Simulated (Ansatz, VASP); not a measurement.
## One calculation of MgO, two programs

Contents of INCAR:

```
SYSTEM = MgO
PREC     = Accurate       ! precision mode
ENCUT    = 520            ! plane-wave cutoff, eV
EDIFF    = 1E-7           ! SCF threshold, eV
ISMEAR   = 0              ! smearing method
SIGMA    = 0.05           ! smearing width, eV
LREAL    = .False.        ! projectors in reciprocal space
LASPH    = .True.         ! aspherical terms in the spheres
NELM     = 60             ! most SCF steps
ALGO     = Normal         ! electronic algorithm
ISIF     = 2              ! what is computed and relaxed
LWAVE    = .False.        ! write WAVECAR
LCHARG   = .False.        ! write CHGCAR
GGA      = PE             ! functional
NBANDS   = 11             ! bands
```

The input KPOINTS:

```
regular mesh
0
Gamma
  9 9 8
  0 0 0
```

Contents of POSCAR:

```
MgO
1.0
    2.9380209034      0.0000000000      0.0000000000
   -1.4690104517      2.4680687170      0.0000000000
    0.0000000000      0.0000000000      2.6796800000
Mg O
1 1
Direct
    0.0000000000      0.0000000000      0.0000000000
    0.3333333333      0.6666666667      0.5000000000
```

Input for Ansatz:

```yaml
crystal:
  lattice:
    - [2.9380209034, 0.0, 0.0]
    - [-1.4690104517, 2.468068717, 0.0]
    - [0.0, 0.0, 2.67968]
  atoms:
    - { symbol: Mg, position: [0.0, 0.0, 0.0] }
    - { symbol: O, position: [0.3333333333, 0.6666666667, 0.5] }
basis:
  ecutwfc: 420
kpoints:
  mp_grid: { grid: [9, 9, 8] }
hamiltonian:
  xc: pbe
scf:
  occupations: { method: gaussian, width: 0.05 }
output:
  forces: true
  stress: true
  eigenvalues: true
```

Change from the starting cell: strain -0.0300 x Voigt [0, 1, 0, 0, 0, 0], atoms carried along.

Alike in both runs: task single point; functional PBE; k mesh 9 × 9 × 8; occupations gaussian, width 0.05 eV; no spin polarisation.

|  | VASP | Ansatz |
| --- | --- | --- |
| version | VASP 6.6.1 | Ansatz 0.2.0 |
| potentials or method | VASP PAW PBE potentials, release 64 (Mg, O), cutoff 520 eV | scalar-relativistic, plane waves, PAW |
| valence electrons in the cell | 8 | 16 |

|  | VASP | Ansatz | Ansatz less VASP |
| --- | --- | --- | --- |
| gap on the k mesh at the Fermi level (eV) | 3.17 | 3.20 | +0.023 |
| least direct gap on the mesh (eV) | 3.65 | 3.67 | +0.020 |
| pressure (GPa) | 3.5 | 4.2 | +0.64 |
| traceless stress, the component that is largest in VASP (GPa) | 6.21 | 6.11 | -0.094 |
| rms of the force components (eV/Å) | 0.015 | 0.014 | -0.0008 |

Atom by atom the forces differ by 0.001 eV/Å (rms over components). VASP's potentials hold 8 valence electrons a cell and Ansatz's 16, so a difference there can come from the potentials and not from the codes.
